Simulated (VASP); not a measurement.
Input of a VASP 6.6.1 run:

INCAR

```
SYSTEM = C
PREC = Accurate ; ENCUT = 520
EDIFF = 1E-6 ; ISMEAR = -1
SIGMA = 0.05 ; LREAL = .FALSE.
LASPH = .TRUE. ; NELM = 100
ALGO = Normal ; ISIF = 2
LWAVE = .FALSE. ; LCHARG = .FALSE.
GGA = PE ; ALDAC = 0.0
AGGAC = 0.0 ; NBANDS = 26
```

File KPOINTS:

```
regular mesh
0
G
  12 12 4
  0 0 0
```

POSCAR

```
C
1.0
    2.5051726443      0.0000000000      0.0000000000
   -1.2525863222      2.1695431509      0.0000000000
    0.0000000000      0.0000000000      8.1818157839
C
8
Direct
    0.6666666667      0.3333333333      0.8437500000
    0.3333333333      0.6666666667      0.3437500000
    0.6666666667      0.3333333333      0.6562500000
    0.3333333333      0.6666666667      0.1562500000
    0.0000000000      0.0000000000      0.9062500000
    0.0000000000      0.0000000000      0.4062500000
    0.0000000000      0.0000000000      0.5937500000
    0.0000000000      0.0000000000      0.0937500000
```

Potentials or basis: VASP PAW PBE potentials, release 64 (C).

Launch:

```bash
$ cat potpaw_PBE.64/C/POTCAR > POTCAR
$ mpirun -np 1 vasp_std > vasp.out
```

Problem. What does it give for the band gap on the k mesh?

Solution. 4.82 eV (least direct gap 5.38 eV).

Problem. What does it give for the pressure?

Solution. 42.9 GPa.

Forces in eV/Å, atoms in the order of the input:
```
C    0.000  0.000  0.320
C    0.000  0.000  0.320
C    0.000  0.000 -0.320
C    0.000  0.000 -0.320
C    0.000  0.000  0.360
C    0.000  0.000  0.360
C    0.000  0.000 -0.360
C    0.000  0.000 -0.360
```

Caveat: the stress differs along the axes, from 38 to 52 GPa. A k mesh can miss the band edges.
